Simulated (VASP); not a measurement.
# Si (P6_3/mmc) in VASP: a series of runs

Si is run at these levels: PBEsol; tasks: single point.

All numbers are computed with VASP 6.6.1; they aren't measurements. Logs are shortened: lines on timing, memory, paths and dates and some standing lists are left out, and cuts for length are marked.

### 1 The cell of the first run

The structure is hexagonal, space group P6_3/mmc (No. 194). The conventional cell has a = 2.479 Å, b = 2.479 Å, c = 4.195 Å, α = 90.00°, β = 90.00°, γ = 120.00°. Within 3.3 Å of Si (site symmetry -6m2) lie 12 Si at 2.48 to 2.54 Å.

This isn't the form of Si at room conditions, which is diamond.

### 2 Single point, PBEsol (11.16 Å³/atom)

Input file INCAR:

```
SYSTEM = Si
PREC = Accurate
ENCUT = 520
EDIFF = 1E-6
ISMEAR = 0
SIGMA = 0.05
LREAL = .FALSE.
LASPH = .TRUE.
NELM = 100
ALGO = Normal
ISIF = 2
LWAVE = .FALSE.
LCHARG = .FALSE.
GGA = PS
NBANDS = 11
```

Input file KPOINTS:

```
regular mesh
0
G
  20 20 10
  0 0 0
```

Input file POSCAR:

```
Si
1.0
    2.4787077308      0.0000000000      0.0000000000
   -1.2393538654      2.1466238634      0.0000000000
    0.0000000000      0.0000000000      4.1947854093
Si
2
Direct
    0.3333333333      0.6666666667      0.2500000000
    0.6666666667      0.3333333333      0.7500000000
```

Potentials or basis: VASP PAW PBE potentials, release 64 (Si).

Started as:

```bash
$ cat potpaw_PBE.64/Si/POTCAR > POTCAR
$ mpirun -np 1 vasp_std > vasp.out
```

OUTCAR:

```text
SYSTEM = Si
   PREC = Accurate
   ENCUT = 520
   EDIFF = 1E-6
   ISMEAR = 0
   LREAL = .FALSE.
   LASPH = .TRUE.
   NELM = 100
   ISIF = 2
   GGA = PS

 ion  position               nearest neighbor table
   1  0.333  0.667  0.250-   2 2.54   2 2.54   2 2.54   2 2.54   2 2.54   2 2.54
   2  0.667  0.333  0.750-   1 2.54   1 2.54   1 2.54   1 2.54   1 2.54   1 2.54

  LATTYP: Found a hexagonal cell.
 ALAT       =     2.4787077308
 C/A-ratio  =     1.6923275613

  Lattice vectors:

 A1 = (   2.4787077308,   0.0000000000,   0.0000000000)
 A2 = (  -1.2393538654,   2.1466238634,   0.0000000000)
 A3 = (   0.0000000000,   0.0000000000,   4.1947854093)

Analysis of symmetry for initial positions (statically):
=====================================================================
 Subroutine PRICEL returns:
 Original cell was already a primitive cell.

 Routine SETGRP: Setting up the symmetry group for a
 hexagonal supercell.

 Subroutine GETGRP returns: Found 24 space group operations
 (whereof 12 operations were pure point group operations)
 out of a pool of 24 trial point group operations.

The static configuration has the point symmetry D_3d.
 The point group associated with its full space group is D_6h.

Analysis of symmetry for dynamics (positions and initial velocities):
=====================================================================
 Subroutine PRICEL returns:
 Original cell was already a primitive cell.

 Routine SETGRP: Setting up the symmetry group for a
 hexagonal supercell.

 Subroutine GETGRP returns: Found 24 space group operations
 (whereof 12 operations were pure point group operations)
 out of a pool of 24 trial point group operations.

The dynamic configuration has the point symmetry D_3d.
 The point group associated with its full space group is D_6h.

 Subroutine INISYM returns: Found 24 space group operations
 (whereof 12 operations are pure point group operations),
 and found     1 'primitive' translations

----------------------------------------------------------------------------------------

                                     Primitive cell

  volume of cell :      22.3198

  direct lattice vectors                    reciprocal lattice vectors
     2.478707731  0.000000000  0.000000000     0.403436027  0.232923899  0.000000000
    -1.239353865  2.146623863  0.000000000     0.000000000  0.465847798  0.000000000
     0.000000000  0.000000000  4.194785409     0.000000000  0.000000000  0.238391217

  length of vectors
     2.478707731  2.478707731  4.194785409     0.465847798  0.465847798  0.238391217

  position of ions in fractional coordinates (direct lattice)
     0.333333333  0.666666667  0.250000000
     0.666666667  0.333333333  0.750000000

  ion indices of the primitive-cell ions
   primitive index   ion index
                 1           1
                 2           2

----------------------------------------------------------------------------------------

 KPOINTS: regular mesh

Automatic generation of k-mesh.
 Grid dimensions read from file:
 generate k-points for:   20   20   10

 Generating k-lattice:

  Cartesian coordinates                     Fractional coordinates (reciprocal lattice)
     0.020171801  0.011646195  0.000000000     0.050000000  0.000000000  0.000000000
     0.000000000  0.023292390  0.000000000     0.000000000  0.050000000  0.000000000
     0.000000000  0.000000000  0.023839122     0.000000000  0.000000000  0.100000000

  Length of vectors
     0.023292390  0.023292390  0.023839122

  Shift w.r.t. Gamma in fractional coordinates (k-lattice)
     0.000000000  0.000000000  0.000000000

 Subroutine IBZKPT returns following result:
 ===========================================

 Found    264 irreducible k-points:

 Following reciprocal coordinates:
            Coordinates               Weight
  0.000000  0.000000  0.000000      1.000000
  0.050000  0.000000  0.000000      6.000000
  0.100000  0.000000  0.000000      6.000000
  0.150000  0.000000  0.000000      6.000000
  0.200000  0.000000  0.000000      6.000000
  0.250000  0.000000  0.000000      6.000000
[... 16 lines left out ...]
  0.200000  0.100000  0.000000     12.000000
  0.250000  0.100000  0.000000     12.000000
 [... further k-points ...]
   k-points           NKPTS =    264   k-points in BZ     NKDIM =    264   number of bands    NBANDS=     11
   number of dos      NEDOS =    301   number of ions     NIONS =      2
   total plane-waves  NPLWV =  10368
   dimension x,y,z NGX =    18 NGY =   18 NGZ =   32
   dimension x,y,z NGXF=    36 NGYF=   36 NGZF=   64
   ions per type =               2
   NGX,Y,Z   is equivalent  to a cutoff of  12.07, 12.07, 12.68 a.u.
   NGXF,Y,Z  is equivalent  to a cutoff of  24.15, 24.15, 25.36 a.u.
 SYSTEM =  Si
   PREC   = accura    normal or accurate (medium, high low for compatibility)
   ISTART =      0    job   : 0-new  1-cont  2-samecut
   ICHARG =      2    charge: 1-file 2-atom 10-const
   ISPIN  =      1    spin polarized calculation?
   LNONCOLLINEAR =      F non collinear calculations
   LSORBIT =      F    spin-orbit coupling
   LASPH  =      T    aspherical Exc in radial PAW
   ENCUT  =  520.0 eV  38.22 Ry    6.18 a.u.   4.61  4.61  7.80*2*pi/ulx,y,z
   NELM   =    100;   NELMIN=  2; NELMDL= -5     # of ELM steps
   EDIFF  = 0.1E-05   stopping-criterion for ELM
   LREAL  =      F    real-space projection
   EDIFFG = 0.1E-04   stopping-criterion for IOM
   NSW    =      0    number of steps for IOM
   IBRION =     -1    ionic relax: 0-MD 1-quasi-New 2-CG
   NFREE  =      0    steps in history (QN), initial steepest desc. (CG)
   ISIF   =      2    stress and relaxation
   ISYM   =      2    0-nonsym 1-usesym 2-fastsym
   POTIM  = 0.5000    time-step for ionic-motion
   TEBEG  =    0.0;   TEEND  =   0.0 temperature during run
   PSTRESS=    0.0 pullay stress
   NELECT =       8.0000    total number of electrons
   NUPDOWN=      -1.0000    fix difference up-down
   EMIN   =  10.00;   EMAX   =-10.00  energy-range for DOS
   EFERMI =   0.00;   METHOD = LEGACY
   ISMEAR =     0;   SIGMA  =   0.05  broadening in eV -4-tet -1-fermi 0-gaus
   EFERMI_NEDOS =   21; number of points for ismear=-14 and -15
   IALGO  =     38    algorithm
   IMIX   =      4    mixing-type and parameters
     AMIX     =   0.40;   BMIX     =  1.00
     AMIX_MAG =   1.60;   BMIX_MAG =  1.00
  volume/ion in A,a.u.               =      11.16        75.31
  Fermi-wavevector in a.u.,A,eV,Ry     =   1.162897  2.197556 18.399551  1.352329
  Thomas-Fermi vector in A             =   2.299453
   LORBIT       =      0    0 simple, 1 ext, 2 COOP (PROOUT), +10 PAW based schemes
   GGA     = PS    functional components
   LHFCALC =     F    Hartree Fock is set to
   AEXX    =    0.0000 exact exchange contribution
   IVDW    =     0    specifies the selected vdW correction
   LEPSILON=     F    determine dielectric tensor
   LRPA    =     F    only Hartree local field effects (RPA)
 non-spin polarized calculation
 Gauss-broadening in eV      SIGMA  =   0.05
  energy-cutoff  :      520.00
  volume of cell :       22.32
 maximum number of plane-waves:       618
   NGX =  9   NGY =  9   NGZ = 15

 number of electron       8.0000000 magnetization

 Free energy of the ion-electron system (eV)
  ---------------------------------------------------
  ext. energy  EPLUGINS =         0.00000000
  ---------------------------------------------------
  free energy    TOTEN  =       -10.23677408 eV

  energy without entropy =      -10.23627713  energy(sigma->0) =      -10.23652560

 E-fermi :  13.8316     XC(G=0): -12.3185

 val. band max:       13.7893431181   @ k =   0.2500   0.0500   0.3000
 cond. band min:      13.8322384912   @ k =   0.4000   0.2000   0.0000
 fundamental gap:      0.0428953731
 Fermi energy:        13.8315613867

 k-point     1 :       0.0000    0.0000    0.0000
  band No.  band energies     occupation
      1      -3.1582      2.00000
      2       4.8911      2.00000
      3       4.9453      2.00000
      4      24.9141      0.00000
      5      24.9141      0.00000
      6      25.4830      0.00000
      7      25.4830      0.00000
      8      25.6770      0.00000
      9      27.4843      0.00000
     10      29.6865      0.00000
     11      30.8162      0.00000

 k-point     2 :       0.0500    0.0000    0.0000
  band No.  band energies     occupation
      1      -3.0794      2.00000
      2       4.9675      2.00000
      3       5.0190      2.00000
      4      23.2102      0.00000
      5      23.8966      0.00000
      6      25.1413      0.00000
      7      26.6156      0.00000
      8      26.6341      0.00000
      9      27.4851      0.00000
     10      29.4918      0.00000
     11      29.9085      0.00000

 k-point     3 :       0.1000    0.0000    0.0000
  band No.  band energies     occupation
      1      -2.8432      2.00000
      2       5.1960      2.00000
      3       5.2402      2.00000
      4      20.8715      0.00000
      5      22.7748      0.00000
      6      24.4730      0.00000
      7      26.6188      0.00000
      8      27.2726      0.00000
      9      28.1366      0.00000
     10      28.2430      0.00000
     11      28.9331      0.00000

 k-point     4 :       0.1500    0.0000    0.0000
  band No.  band energies     occupation
      1      -2.4503      2.00000
      2       5.5745      2.00000
      3       5.6089      2.00000
      4      18.4967      0.00000
      5      21.7787      0.00000
      6      23.5537      0.00000
      7      25.2830      0.00000
      8      25.8169      0.00000
      9      27.9974      0.00000
     10      28.0594      0.00000
     11      28.4427      0.00000

 k-point     5 :       0.2000    0.0000    0.0000
  band No.  band energies     occupation
      1      -1.9018      2.00000
      2       6.0986      2.00000
      3       6.1247      2.00000
      4      16.1863      0.00000
      5      20.9151      0.00000
      6      22.3227      0.00000
      7      23.6833      0.00000
      8      23.8346      0.00000
      9      27.2447      0.00000
     10      28.1598      0.00000
     11      28.6094      0.00000
[... 211 lines left out ...]
 k-point    21 :       0.1000    0.1000    0.0000
  band No.  band energies     occupation
      1      -2.2150      2.00000
      2       5.8002      2.00000
      3       5.8300      2.00000
      4      18.6483      0.00000
      5      18.7195      0.00000
      6      25.2224      0.00000
      7      25.3707      0.00000
      8      25.4793      0.00000
      9      26.3842      0.00000
     10      27.4127      0.00000
     11      27.7541      0.00000

 k-point    22 :       0.1500    0.1000    0.0000
  band No.  band energies     occupation
      1      -1.6673      2.00000
      2       6.3214      2.00000
      3       6.3458      2.00000
      4      16.3857      0.00000
      5      17.7650      0.00000
      6      23.3960      0.00000
      7      23.6160      0.00000
      8      24.7313      0.00000
      9      26.0518      0.00000
     10      26.1868      0.00000
     11      28.6703      0.00000

 k-point    23 :       0.2000    0.1000    0.0000
  band No.  band energies     occupation
      1      -0.9656      2.00000
      2       6.9778      2.00000
      3       7.0083      2.00000
      4      14.1904      0.00000
      5      16.9642      0.00000
      6      21.4830      0.00000
      7      21.6168      0.00000
      8      24.1098      0.00000
      9      25.0745      0.00000
     10      25.6609      0.00000
     11      29.5041      0.00000

 k-point    24 :       0.2500    0.1000    0.0000
  band No.  band energies     occupation
      1      -0.1122      2.00000
      2       7.7425      2.00000
      3       7.8167      2.00000
      4      12.1399      2.00000
      5      16.2729      0.00000
      6      19.6083      0.00000
      7      19.6563      0.00000
      8      23.5848      0.00000
      9      24.3379      0.00000
     10      25.1518      0.00000
     11      30.0595      0.00000

 [... further k-points ...]

------------------------ aborting loop because EDIFF is reached ----------------------------------------

  FORCE on cell =-STRESS in cart. coord.  units (eV):
  Direction    XX          YY          ZZ          XY          YZ          ZX
  --------------------------------------------------------------------------------------
  -------------------------------------------------------------------------------------
  Total        5.0244976      5.0244976      5.0222572     -0.0000000      0.0000000      0.0000000
  in kB      360.6718155    360.6718155    360.5109934     -0.0000000      0.0000000      0.0000000
  external PRESSURE =     360.6182081 kB  Pullay stress =       0.0000000 kB

 VOLUME and BASIS-vectors are now :
 -----------------------------------------------------------------------------
  energy-cutoff  :      520.00
  volume of cell :       22.32
      direct lattice vectors                 reciprocal lattice vectors
     2.478707731  0.000000000  0.000000000     0.403436027  0.232923899  0.000000000
    -1.239353865  2.146623863  0.000000000     0.000000000  0.465847798  0.000000000
     0.000000000  0.000000000  4.194785409     0.000000000  0.000000000  0.238391217

 POSITION                                       TOTAL-FORCE (eV/Angst)
 -----------------------------------------------------------------------------------
     -0.00000      1.43108      1.04870        -0.000000      0.000000      0.000000
      1.23935      0.71554      3.14609         0.000000     -0.000000      0.000000
 -----------------------------------------------------------------------------------
    total drift:                               -0.000000      0.000000     -0.000000

  FREE ENERGIE OF THE ION-ELECTRON SYSTEM (eV)
  ---------------------------------------------------
  free  energy   TOTEN  =       -10.2367740836 eV

  energy  without entropy=      -10.2362771259  energy(sigma->0) =      -10.23652560
```

Run time: 71 s. Hardware: 1 thread of Intel Xeon 8259CL, shared host; peak memory 0.17 GiB.

Results:

```yaml
Free_energy: -10.2368 eV
Pressure: 36.1 GPa
Band_gap_on_the_k_mesh: zero (bands 4 and 5 overlap by 14.67 eV)
```

Levels at points of the mesh, in eV from the Fermi level:
```csv
k point,band 1,band 2,band 3,band 4,band 5,band 6,band 7,band 8,band 9
"(0.00, 0.00, 0.00)",-16.99,-8.94,-8.89,11.08,11.08,11.65,11.65,11.85,13.65
"(0.50, 0.00, 0.00)",-9.40,-9.20,-2.11,-1.84,-0.89,-0.81,4.70,7.01,11.33
"(0.00, 0.00, 0.50)",-14.94,-14.94,0.72,0.72,12.59,12.59,12.59,12.59,13.58
"(0.50, 0.00, 0.50)",-7.80,-7.80,-6.76,-6.76,6.44,6.44,6.81,6.81,7.53
```

Caveat: the cell stands under pressure; the PAW data sets were made with another functional, which shifts forces and pressure a little.

(Continued in part 2 of 2.)

The gap in the log of VASP goes by the Fermi energy; the results here count the filled bands.